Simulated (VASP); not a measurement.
# MgO (Fm-3m) in VASP: further runs

MgO is run at these levels: PBE-based screened hybrid, r2SCAN, LDA; tasks: single point, relaxation of cell and atoms.

Program: VASP 6.6.1. These are calculated values, not measurements. Logs are shortened: lines on timing, memory, paths and dates and some standing lists are left out, and cuts for length are marked.

## 1. The cell of the first run

Symmetry: Fm-3m, No. 225, cubic system. The conventional cell has a = 4.203 Å, b = 4.203 Å, c = 4.203 Å, α = 90.00°, β = 90.00°, γ = 90.00°. Mg (site symmetry m-3m) has 6 O at 2.10 Å within 2.8 Å. O (site symmetry m-3m) has 6 Mg at 2.10 Å within 2.8 Å.

## 2. Single point, PBE-based screened hybrid

File POSCAR:

```
MgO
1.0
    0.0000000000      2.1012538233      2.1012538233
    2.1012538233      0.0000000000      2.1012538233
    2.1012538233      2.1012538233      0.0000000000
Mg O
1 1
Direct
    0.0000000000      0.0000000000      0.0000000000
    0.5000000000      0.5000000000      0.5000000000
```

File INCAR.step1:

```
SYSTEM = MgO
PREC = Accurate ; ENCUT = 520
EDIFF = 1E-5 ; ISMEAR = -1
SIGMA = 0.15 ; LREAL = .False.
LASPH = .True. ; NELM = 100
ALGO = Normal ; ISIF = 2
LWAVE = .True. ; NBANDS = 11
GGA = PE
```

File INCAR.step2:

```
SYSTEM = MgO
PREC = Accurate ; ENCUT = 520
EDIFF = 1E-6 ; ISMEAR = -1
SIGMA = 0.15 ; LREAL = .False.
LASPH = .True. ; NELM = 100
ALGO = Normal ; ISIF = 2
LWAVE = .False. ; LCHARG = .True.
GGA = PE ; LHFCALC = .True.
AEXX = 0.25 ; HFSCREEN = 0.3
PRECFOCK = Normal ; LELF = .True.
LVHAR = .True. ; NBANDS = 11
ISTART = 1
```

File KPOINTS:

```
Automatic mesh
0
Gamma
  6 6 6
  0 0 0
```

Potentials or basis: VASP PAW PBE potentials, release 64 (Mg, O).

Command:

```sh
$ cat potpaw_PBE.64/Mg/POTCAR potpaw_PBE.64/O/POTCAR > POTCAR
$ cp INCAR.step1 INCAR
$ mpirun -np 1 vasp_std > vasp.out
$ cp INCAR.step2 INCAR
$ mpirun -np 1 vasp_std > vasp.out
```

OUTCAR:

```text
SYSTEM = MgO
   PREC = Accurate
   ENCUT = 520
   EDIFF = 1E-6
   ISMEAR = -1
   LREAL = .False.
   LASPH = .True.
   NELM = 100
   ISIF = 2
   GGA = PE
   LHFCALC = .True.
   AEXX = 0.25
   HFSCREEN = 0.3
   PRECFOCK = Normal
   ISTART = 1

 ion  position               nearest neighbor table
   1  0.000  0.000  0.000-   2 2.10   2 2.10   2 2.10   2 2.10   2 2.10   2 2.10
   2  0.500  0.500  0.500-   1 2.10   1 2.10   1 2.10   1 2.10   1 2.10   1 2.10

  LATTYP: Found a face centered cubic cell.
 ALAT       =     4.2025076466

  Lattice vectors:

 A1 = (   0.0000000000,   2.1012538233,   2.1012538233)
 A2 = (   2.1012538233,   0.0000000000,   2.1012538233)
 A3 = (   2.1012538233,   2.1012538233,   0.0000000000)

Analysis of symmetry for initial positions (statically):
=====================================================================
 Subroutine PRICEL returns:
 Original cell was already a primitive cell.

 Routine SETGRP: Setting up the symmetry group for a
 face centered cubic supercell.

 Subroutine GETGRP returns: Found 48 space group operations
 (whereof 48 operations were pure point group operations)
 out of a pool of 48 trial point group operations.

The static configuration has the point symmetry O_h .

Analysis of symmetry for dynamics (positions and initial velocities):
=====================================================================
 Subroutine PRICEL returns:
 Original cell was already a primitive cell.

 Routine SETGRP: Setting up the symmetry group for a
 face centered cubic supercell.

 Subroutine GETGRP returns: Found 48 space group operations
 (whereof 48 operations were pure point group operations)
 out of a pool of 48 trial point group operations.

The dynamic configuration has the point symmetry O_h .

 Subroutine INISYM returns: Found 48 space group operations
 (whereof 48 operations are pure point group operations),
 and found     1 'primitive' translations

----------------------------------------------------------------------------------------

                                     Primitive cell

  volume of cell :      18.5552

  direct lattice vectors                    reciprocal lattice vectors
     0.000000000  2.101253823  2.101253823    -0.237953166  0.237953166  0.237953166
     2.101253823  0.000000000  2.101253823     0.237953166 -0.237953166  0.237953166
     2.101253823  2.101253823  0.000000000     0.237953166  0.237953166 -0.237953166
[... 90 lines left out ...]
   ISMEAR =    -1;   SIGMA  =   0.15  broadening in eV -4-tet -1-fermi 0-gaus
   EFERMI_NEDOS =   21; number of points for ismear=-14 and -15
   IALGO  =     38    algorithm
   IMIX   =      1    mixing-type and parameters
     AMIX     =   0.40;   BMIX     =  1.00
     AMIX_MAG =   1.60;   BMIX_MAG =  1.00
  volume/ion in A,a.u.               =       9.28        62.61
  Fermi-wavevector in a.u.,A,eV,Ry     =   1.236753  2.337124 20.810900  1.529558
  Thomas-Fermi vector in A             =   2.371349
   LORBIT       =      0    0 simple, 1 ext, 2 COOP (PROOUT), +10 PAW based schemes
   GGA     = PE    functional components
   LHFCALC =     T    Hartree Fock is set to
   PRECFOCK=normal    Normal, Fast or Accurate (Low or Medium for compatibility)
   ENCUT4O =  -1.0   cutoff for four orbital integrals eV
   NKREDX  =     1    reduce k-point grid by
   NKREDY  =     1    reduce k-point grid by
   NKREDZ  =     1    reduce k-point grid by
   AEXX    =    0.2500 exact exchange contribution
   HFSCREEN=    0.3000 screening length (either q_TF or 0.3 A-1)
   HFSCREENC=   0.3000 screening length for correlation (either q_TF or 0.3 A-1)
   ENCUTFOCK=  -1.0 apply spherical cutoff to Coloumb kernel
   IVDW    =     0    specifies the selected vdW correction
   LEPSILON=     F    determine dielectric tensor
   LRPA    =     F    only Hartree local field effects (RPA)
 non-spin polarized calculation
  energy-cutoff  :      520.00
  volume of cell :       18.56
 maximum number of plane-waves:       531
 NGX is ok and might be reduce to    24
  NGX = 18; NGY = 18; NGZ = 18

 number of electron       8.0000004 magnetization

 Free energy of the ion-electron system (eV)
  ---------------------------------------------------
  ext. energy  EPLUGINS =         0.00000000
  ---------------------------------------------------
  free energy    TOTEN  =       -13.96687601 eV

  energy without entropy =      -13.96687601  energy(sigma->0) =      -13.96687601

 E-fermi :   5.3938     XC(G=0):  -9.2721

 val. band max:        2.1434671046   @ k =   0.0000   0.0000   0.0000
 cond. band min:       8.4058092257   @ k =   0.0000   0.0000   0.0000
 fundamental gap:      6.2623421212
 Fermi energy:         5.3937605755

 k-point     1 :       0.0000    0.0000    0.0000
  band No.  band energies     occupation
      1     -16.6702      2.00000
      2       2.1435      2.00000
      3       2.1435      2.00000
      4       2.1435      2.00000
      5       8.4058      0.00000
      6      19.6538      0.00000
      7      19.6538      0.00000
      8      19.6538      0.00000
      9      23.6161      0.00000
     10      25.5264      0.00000
     11      25.5264      0.00000
[... 197 lines left out ...]
 k-point    16 :      -0.3333    0.5000    0.1667
  band No.  band energies     occupation
      1     -14.9937      2.00000
      2      -1.6622      2.00000
      3      -0.2564      2.00000
      4       0.3540      2.00000
      5      14.3180      0.00000
      6      15.3224      0.00000
      7      16.5411      0.00000
      8      20.6331      0.00000
      9      24.4691      0.00000
     10      28.8289      0.00000
     11      30.5163      0.00000

------------------------ aborting loop because EDIFF is reached ----------------------------------------

  FORCE on cell =-STRESS in cart. coord.  units (eV):
  Direction    XX          YY          ZZ          XY          YZ          ZX
  --------------------------------------------------------------------------------------
  -------------------------------------------------------------------------------------
  Total       -0.0278093     -0.0278093     -0.0278093      0.0000000      0.0000000      0.0000000
  in kB       -2.4012336     -2.4012336     -2.4012336      0.0000000      0.0000000      0.0000000
  external PRESSURE =      -2.4012336 kB  Pullay stress =       0.0000000 kB

 VOLUME and BASIS-vectors are now :
 -----------------------------------------------------------------------------
  energy-cutoff  :      520.00
  volume of cell :       18.56
      direct lattice vectors                 reciprocal lattice vectors
     0.000000000  2.101253823  2.101253823    -0.237953166  0.237953166  0.237953166
     2.101253823  0.000000000  2.101253823     0.237953166 -0.237953166  0.237953166
     2.101253823  2.101253823  0.000000000     0.237953166  0.237953166 -0.237953166

 POSITION                                       TOTAL-FORCE (eV/Angst)
 -----------------------------------------------------------------------------------
      0.00000      0.00000      0.00000         0.000000     -0.000000      0.000000
      2.10125      2.10125      2.10125        -0.000000      0.000000     -0.000000
 -----------------------------------------------------------------------------------
    total drift:                               -0.000041     -0.000056     -0.000056

  FREE ENERGIE OF THE ION-ELECTRON SYSTEM (eV)
  ---------------------------------------------------
  free  energy   TOTEN  =       -13.9668760140 eV

  energy  without entropy=      -13.9668760138  energy(sigma->0) =      -13.96687601
```

Wall time 5.7 min (1 thread of AMD EPYC 7R13 (Zen 3), shared host); peak memory 0.22 GiB.

Results:

```yaml
Free_energy: -13.9669 eV
Pressure: -0.2 GPa
Band_gap_on_the_k_mesh: 6.26 eV, direct
```

Levels at points of the mesh, in eV from the valence-band top:
```csv
k point,band 1,band 2,band 3,band 4,band 5,band 6,band 7,band 8,band 9
"(0.00, 0.00, 0.00)",-18.81,0.00,0.00,0.00,6.26,17.51,17.51,17.51,21.47
"(0.50, 0.00, 0.00)",-17.45,-4.92,-0.71,-0.71,9.46,14.64,18.11,18.11,22.85
"(0.50, 0.50, 0.00)",-17.18,-4.37,-1.47,-1.47,10.60,11.65,15.14,21.18,21.18
```

Caveat: the k points lie up to 0.43 Å⁻¹ apart; the PAW data sets were made with another functional, which shifts forces and pressure a little.

## 3. Relaxation of cell and atoms, PBE-based screened hybrid

This run uses another cell than the first one, of 9.22 Å³/atom, 0.994 times its volume.

File POSCAR:

```
MgO
1.0
    0.0000000000      2.0970013927      2.0970013927
    2.0970013927      0.0000000000      2.0970013927
    2.0970013927      2.0970013927      0.0000000000
Mg O
1 1
Direct
    0.0000000000      0.0000000000      0.0000000000
    0.5000000000      0.5000000000      0.5000000000
```

File INCAR.step1:

```
SYSTEM = MgO
PREC     = Accurate       ! precision mode
ENCUT    = 600            ! plane-wave cutoff, eV
EDIFF    = 1E-5           ! SCF threshold, eV
ISMEAR   = -1             ! smearing method
SIGMA    = 0.15           ! smearing width, eV
LREAL    = .False.        ! projectors in reciprocal space
LASPH    = .True.         ! aspherical terms in the spheres
NELM     = 100            ! most SCF steps
ALGO     = Normal         ! electronic algorithm
LWAVE    = .True.         ! write WAVECAR
LCHARG   = .False.        ! write CHGCAR
GGA      = PE             ! functional
NBANDS   = 11             ! bands
```

File INCAR.step2:

```
SYSTEM = MgO
PREC     = Accurate       ! precision mode
ENCUT    = 600            ! plane-wave cutoff, eV
EDIFF    = 1E-6           ! SCF threshold, eV
ISMEAR   = -1             ! smearing method
SIGMA    = 0.15           ! smearing width, eV
LREAL    = .False.        ! projectors in reciprocal space
LASPH    = .True.         ! aspherical terms in the spheres
NELM     = 100            ! most SCF steps
ALGO     = Normal         ! electronic algorithm
ISIF     = 3              ! what is computed and relaxed
LWAVE    = .False.        ! write WAVECAR
LCHARG   = .False.        ! write CHGCAR
GGA      = PE             ! functional
LHFCALC  = .True.         ! exact exchange
AEXX     = 0.25           ! exact-exchange fraction
HFSCREEN = 0.3            ! screening, 1/A
PRECFOCK = Normal       
IBRION   = 2              ! ionic algorithm
NSW      = 60             ! ionic steps
EDIFFG   = -0.01          ! ionic threshold
ISTART   = 1
```

KPOINTS is that of step 2.

Potentials or basis: VASP PAW PBE potentials, release 64 (Mg, O).

Command:

```sh
$ cat potpaw_PBE.64/Mg/POTCAR potpaw_PBE.64/O/POTCAR > POTCAR
$ cp INCAR.step1 INCAR
$ mpirun -np 1 vasp_std > vasp.out
$ cp INCAR.step2 INCAR
$ mpirun -np 1 vasp_std > vasp.out
```

Wall time 9.8 min (1 thread of AMD EPYC 7R13 (Zen 3), shared host); peak memory 0.23 GiB.

It converged, with:

- Free energy: -13.9704 eV
- Relaxed volume: 9.25 Å³/atom
- Relaxed cell: a = 2.969 Å, b = 2.969 Å, c = 2.969 Å, α = 60.00°, β = 60.00°, γ = 60.00°
- Space group after relaxing (to 0.05 Å): Fm-3m (No. 225)
- Energy gained by relaxing: 0.0 meV/atom
- Ionic steps: 3
- Pressure after relaxing: 0.1 GPa
- Band gap on the k mesh: 6.30 eV, direct

Final structure:
```xyz
2
Lattice="0.0000 2.0992 2.0992 2.0992 0.0000 2.0992 2.0992 2.0992 0.0000" Properties=species:S:1:pos:R:3 pbc="T T T"
Mg    0.0000    0.0000    0.0000
O     2.0992    2.0992    2.0992
```

Levels at points of the mesh, in eV from the valence-band top:
```csv
k point,band 1,band 2,band 3,band 4,band 5,band 6,band 7,band 8
"(0.00, 0.00, 0.00)",-18.83,0.00,0.00,0.00,6.30,17.53,17.53,17.53
"(0.50, 0.00, 0.00)",-17.46,-4.93,-0.72,-0.72,9.48,14.68,18.14,18.14
"(0.50, 0.50, 0.00)",-17.18,-4.39,-1.47,-1.47,10.61,11.69,15.17,21.23
```

Caveat: the k points lie up to 0.43 Å⁻¹ apart in the final cell; the PAW data sets were made with another functional, which shifts forces and pressure a little.

## 4. Single point, r2SCAN

This run uses another cell than the first one, of 8.85 Å³/atom, 0.954 times its volume.

File POSCAR:

```
MgO
1.0
    0.0000000000      2.0686600618      2.0686600618
    2.0686600618      0.0000000000      2.0686600618
    2.0686600618      2.0686600618      0.0000000000
Mg O
1 1
Direct
    0.0000000000      0.0000000000      0.0000000000
    0.5000000000      0.5000000000      0.5000000000
```

File INCAR.step1:

```
SYSTEM = MgO
PREC = Accurate ; ENCUT = 660
ISMEAR = -1 ; SIGMA = 0.05
LREAL = .False. ; LASPH = .True.
NELM = 120 ; NBANDS = 15
GGA = PE ; ALGO = Normal
EDIFF = 1E-5 ; LWAVE = .True.
LCHARG = .False. ; GGA_COMPAT = .False.
```

File INCAR.step2:

```
SYSTEM = MgO
PREC = Accurate ; ENCUT = 660
EDIFF = 1E-6 ; ISMEAR = -1
SIGMA = 0.05 ; LREAL = .False.
LASPH = .True. ; NELM = 120
ALGO = Normal ; ISIF = 2
LWAVE = .False. ; LCHARG = .True.
METAGGA = R2SCAN ; LMIXTAU = .True.
LELF = .True. ; LVHAR = .True.
NBANDS = 15 ; ISTART = 1
GGA_COMPAT = .False.
```

File KPOINTS:

```
Automatic mesh
0
Gamma
  11 11 11
  0 0 0
```

Potentials or basis: VASP PAW PBE potentials, release 64 (Mg_sv, O).

Command:

```sh
$ cat potpaw_PBE.64/Mg_sv/POTCAR potpaw_PBE.64/O/POTCAR > POTCAR
$ cp INCAR.step1 INCAR
$ mpirun -np 1 vasp_std > vasp.out
$ cp INCAR.step2 INCAR
$ mpirun -np 1 vasp_std > vasp.out
```

It used 130 s of CPU time on 1 thread of AMD EPYC 7R13 Processor (Zen 3), on a shared host.

The run converged. Its results:

* Free energy: -16.1448 eV
* Pressure: 8.3 GPa
* Band gap on the k mesh: 6.22 eV, direct

Levels at points of the mesh, in eV from the valence-band top:
| k point | band 6 | band 7 | band 8 | band 9 | band 10 | band 11 |
| --- | --- | --- | --- | --- | --- | --- |
| (0.00, 0.00, 0.00) | 0.00 | 0.00 | 0.00 | 6.22 | 17.18 | 17.18 |

Caveat: the PAW data sets were made with another functional, which shifts forces and pressure a little.

## 5. Single point, LDA

This run uses another cell than the first one, of 9.22 Å³/atom, 0.994 times its volume.

File INCAR:

```
SYSTEM = MgO
  ALGO = Normal
  EDIFF = 1E-6
  ENCUT = 600
  GGA = CA
  GGA_COMPAT = .FALSE.
  ISIF = 2
  ISMEAR = -1
  LASPH = .TRUE.
  LCHARG = .FALSE.
  LREAL = .FALSE.
  LWAVE = .FALSE.
  NBANDS = 11
  NELM = 120
  PREC = Accurate
  SIGMA = 0.05
```

File KPOINTS:

```
k-points
0
G
  11 11 11
  0 0 0
```

File POSCAR:

```
MgO
1.0
    0.0000000000      2.0970013927      2.0970013927
    2.0970013927      0.0000000000      2.0970013927
    2.0970013927      2.0970013927      0.0000000000
Mg O
1 1
Direct
    0.0000000000      0.0000000000      0.0000000000
    0.5000000000      0.5000000000      0.5000000000
```

Potentials or basis: VASP PAW LDA potentials, release 64 (Mg, O).

Command:

```sh
$ cat potpaw_LDA.64/Mg/POTCAR potpaw_LDA.64/O/POTCAR > POTCAR
$ mpirun -np 1 vasp_std > vasp.out
```

It took 16 s on 1 thread of Intel Xeon 8259CL, shared host; peak memory 0.13 GiB.

Results (log left out):

* Free energy: -13.4379 eV
* Pressure: -6.0 GPa
* Band gap on the k mesh: 4.78 eV, direct

Levels at points of the mesh, in eV from the valence-band top:
```
           k point  band 1  band 2  band 3  band 4  band 5  band 6  band 7  band 8
(0.00, 0.00, 0.00)  -17.07    0.00    0.00    0.00    4.78   15.60   15.60   15.60
```

Expect the measured gap to be larger: semilocal functionals such as LDA lack the derivative discontinuity.

## 6. Overview

```tsv
task	level	potentials or basis	cell	k mesh	cutoff (eV)	smearing	grid for exact exchange (PRECFOCK)	share of exact exchange	screening parameter	second run	gap on the mesh (eV)	pressure (GPa)
single point	PBE-based screened hybrid	VASP PAW PBE potentials, release 64 (Mg, O)	a = 2.972 Å, angles 60.0°, 2 atoms	6 × 6 × 6	520	fermi-dirac 0.15 eV	Normal	0.25	0.3 1/Å	-	6.26	-0.2
relaxation of cell and atoms	PBE-based screened hybrid	VASP PAW PBE potentials, release 64 (Mg, O)	relaxed from a = 2.966 Å, angles 60.0°, 2 atoms	6 × 6 × 6	600	fermi-dirac 0.15 eV	Normal	0.25	0.3 1/Å	-	6.30	0.1
single point	r2SCAN	VASP PAW PBE potentials, release 64 (Mg_sv, O)	a = 2.926 Å, angles 60.0°, 2 atoms	11 × 11 × 11	660	fermi-dirac 0.05 eV	-	-	-	valence_matched	6.22	8.3
single point	LDA	VASP PAW LDA potentials, release 64 (Mg, O)	a = 2.966 Å, angles 60.0°, 2 atoms	11 × 11 × 11	600	fermi-dirac 0.05 eV	-	-	-	-	4.78	-6.0
```

Alike in all rows: no spin polarisation.

Caveats: some runs use coarse meshes; the PAW data sets were made with another functional, which shifts forces and pressure a little (some runs).

Absolute energies hang on the potentials; compare differences alone.
